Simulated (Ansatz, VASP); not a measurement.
**Sn in VASP and in Ansatz**

INCAR

```
SYSTEM = Sn
PREC = Accurate
ENCUT = 520
EDIFF = 1E-7
ISMEAR = -1
SIGMA = 0.1
LREAL = .False.
LASPH = .True.
NELM = 60
ALGO = Normal
ISIF = 2
LWAVE = .False.
LCHARG = .True.
GGA = PE
LELF = .True.
LVHAR = .True.
NBANDS = 36
```

File KPOINTS:

```
Automatic mesh
0
Gamma
  12 12 3
  0 0 0
```

POSCAR

```
Sn
1.0
    2.6042342145      0.0000000000      0.0000000000
   -1.3021171073      2.2553329871      0.0000000000
    0.0000000000      0.0000000000      8.5547639478
Sn
4
Direct
    0.0000000000      0.0000000000      0.0000000000
    0.0000000000      0.0000000000      0.5000000000
    0.3333333333      0.6666666667      0.2500000000
    0.6666666667      0.3333333333      0.7500000000
```

Input for Ansatz:

```yaml
crystal:
  lattice:
    - [2.6042342145, 0.0, 0.0]
    - [-1.3021171073, 2.2553329871, 0.0]
    - [0.0, 0.0, 8.5547639478]
  atoms:
    - { symbol: Sn, position: [0.0, 0.0, 0.0] }
    - { symbol: Sn, position: [0.0, 0.0, 0.5] }
    - { symbol: Sn, position: [0.3333333333, 0.6666666667, 0.25] }
    - { symbol: Sn, position: [0.6666666667, 0.3333333333, 0.75] }
kpoints:
  mp_grid: { grid: [12, 12, 3] }
scf:
  occupations: { method: fermi_dirac, width: 0.1 }
hamiltonian:
  xc: pbe
  pseudopotentials: { kind: all_electron, datasets: crystal }
output:
  forces: true
  stress: true
  eigenvalues: true
```

Change from the starting cell: volume scaled by 0.45, crystal datasets.

Alike in both runs: task single point; functional PBE; k mesh 12 × 12 × 3; occupations fermi-dirac, width 0.1 eV; no spin polarisation.

|  | VASP | Ansatz |
| --- | --- | --- |
| version | VASP 6.6.1 | Ansatz 0.2.0 |
| potentials or method | VASP PAW PBE potentials, release 64 (Sn_d), cutoff 520 eV | all-electron PAW with datasets made for the crystal, scalar-relativistic |

```csv
,VASP,Ansatz,Ansatz less VASP
pressure (GPa),254.8,253.9,-0.88
```

Both programs put the cell under a high pressure, so it lies far from rest at this level. Ansatz ran all-electron here, and VASP with PAW potentials.

Noted on VASP's run: the cell as given lies far from equilibrium.
